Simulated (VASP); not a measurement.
Write the native input for VASP 6.6.1 that does the following.

```yaml
Task: relaxation of cell and atoms
Functional: PBE
Potentials_or_basis: VASP PAW PBE potentials, release 64 (Ag)
Cutoff: 600 eV
k_mesh: 8 × 4 × 4
Occupations: gaussian, width 0.2 eV
Spin: no spin polarisation
Dipole_correction: no
Further_INCAR_settings: ALGO = Fast; EDIFF = 1e-06; IBRION = 2; EDIFFG = -0.025; NSW = 80; ISIF = 3
```

The structure of Ag lies in POSCAR:

```
Ag
1.0
    0.0747887544     -0.0178481333      2.7770733028
   -5.6688405470     -0.0593625305     -0.1531690517
    2.7829928623     -4.8732982859      0.1082517344
Ag
4
Direct
    0.5099583247      0.7345503996     -0.0162464316
    0.4767609433      0.2458670886      0.5053400747
    0.4976934201      0.7637491535      0.5067851274
    0.5155873119      0.2558333584      0.0041212295
```

One way to write it, as run:

INCAR

```
SYSTEM = Ag
PREC     = Accurate       ! precision mode
ENCUT    = 600            ! plane-wave cutoff, eV
EDIFF    = 1E-6           ! SCF threshold, eV
ISMEAR   = 0              ! smearing method
SIGMA    = 0.2            ! smearing width, eV
LREAL    = .FALSE.        ! projectors in reciprocal space
LASPH    = .TRUE.         ! aspherical terms in the spheres
NELM     = 60             ! most SCF steps
ALGO     = Fast           ! electronic algorithm
ISIF     = 3              ! what is computed and relaxed
LWAVE    = .FALSE.        ! write WAVECAR
LCHARG   = .FALSE.        ! write CHGCAR
GGA      = PE             ! functional
IBRION   = 2              ! ionic algorithm
NSW      = 80             ! ionic steps
EDIFFG   = -0.025         ! ionic threshold
```

KPOINTS

```
regular mesh
0
G
  8 4 4
  0 0 0
```

Potentials or basis: VASP PAW PBE potentials, release 64 (Ag).

The run is started by

```sh
$ cat potpaw_PBE.64/Ag/POTCAR > POTCAR
$ mpirun -np 1 vasp_std > vasp.out
```

Results of the run:

| Property | Result |
| --- | --- |
| Relaxed volume | 17.92 Å³/atom |
| Relaxed cell | a = 2.930 Å, b = 5.873 Å, c = 5.874 Å, α = 119.97°, β = 60.13°, γ = 119.77° |
| Space group after relaxing (to 0.05 Å) | Fm-3m (No. 225) |
| Energy gained by relaxing | 177.3 meV/atom |
| Ionic steps | 56 |
| Pressure after relaxing | 0.0 GPa |
| Largest force after relaxing | 0.020 eV/Å |
| Band gap on the k mesh | zero (band 22 reaches 10.09 eV, above the bottom of band 23 at 5.34 eV) |

It took 46 min on 1 thread of Intel(R) Xeon(R) 6975P-C (Granite Rapids), with other jobs on the host, peak memory 0.32 GiB.
